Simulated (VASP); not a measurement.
Input of a VASP 6.6.1 run:

The input INCAR:

```
PREC = Accurate
ENCUT = 600
EDIFF = 1E-6
ISMEAR = 0
SIGMA = 0.01
LREAL = False
LASPH = True
NELM = 120
ALGO = Normal
ISIF = 2
LWAVE = False
LCHARG = True
LELF = True
LVHAR = True
NBANDS = 28
GGA_COMPAT = False
```

KPOINTS

```
Automatic mesh
0
Gamma
  3 3 3
```

The input POSCAR:

```
KCaF3
1.0
    4.4817260000      0.0000000000      0.0000000000
    0.0000000000      4.4817260000      0.0000000000
    0.0000000000      0.0000000000      4.4817260000
K Ca F
1 1 3
Direct
    0.5000000000      0.5000000000      0.5000000000
    0.0000000000      0.0000000000      0.0000000000
    0.0000000000      0.5000000000      0.0000000000
    0.0000000000      0.0000000000      0.5000000000
    0.5000000000      0.0000000000      0.0000000000
```

Potentials or basis: VASP PAW LDA potentials, release 64 (K_sv, Ca_sv, F).

Run with:

```bash
$ cat potpaw_LDA.64/K_sv/POTCAR potpaw_LDA.64/Ca_sv/POTCAR potpaw_LDA.64/F/POTCAR > POTCAR
$ mpirun -np 1 vasp_std > vasp.out
```

Task: Predict the band gap on the k mesh.

Result: 5.89 eV (least direct gap 5.97 eV).

Task: Predict the pressure.

Result: -5.1 GPa.

Caveat: the k points lie up to 0.47 Å⁻¹ apart; an odd mesh through Γ misses points on the zone boundary, where band edges can lie.
